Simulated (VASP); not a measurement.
## LiH: single point with PBE-based global hybrid

Crystal: LiH.

```
Li H
1.0
     0.00000    2.03675    2.03675
     2.03675    0.00000    2.03675
     2.03675    2.03675    0.00000
Li H
1 1
Direct
  0.00000 0.00000 0.00000
  0.50000 0.50000 0.50000
```

| Item | Value |
| --- | --- |
| Program | VASP 6.6.1 |
| Task | single point |
| Functional | PBE-based global hybrid |
| Potentials or basis | VASP PAW PBE potentials, release 64 (Li_sv, H) |
| Cutoff | 520 eV |
| k mesh | 6 × 6 × 6 |
| Occupations | fermi-dirac, width 0.05 eV |
| Spin | no spin polarisation |

```yaml
Band_gap_on_the_k_mesh: 3.69 eV, direct
```

Levels at points of the mesh, in eV from the valence-band top:
```csv
k point,band 1,band 2,band 3,band 4,band 5,band 6
"(0.00, 0.00, 0.00)",-45.57,-5.53,16.50,18.34,18.34,18.34
"(0.50, 0.00, 0.00)",-45.53,-2.60,5.51,14.18,16.97,16.97
"(0.50, 0.50, 0.00)",-45.51,0.00,3.69,11.42,11.42,14.49
```

It took 29 s on 1 thread of Intel(R) Xeon(R) 6975P-C (Granite Rapids) (shared host), peak memory 0.13 GiB.

Caveat: the k points lie up to 0.45 Å⁻¹ apart. A k mesh can miss the band edges.
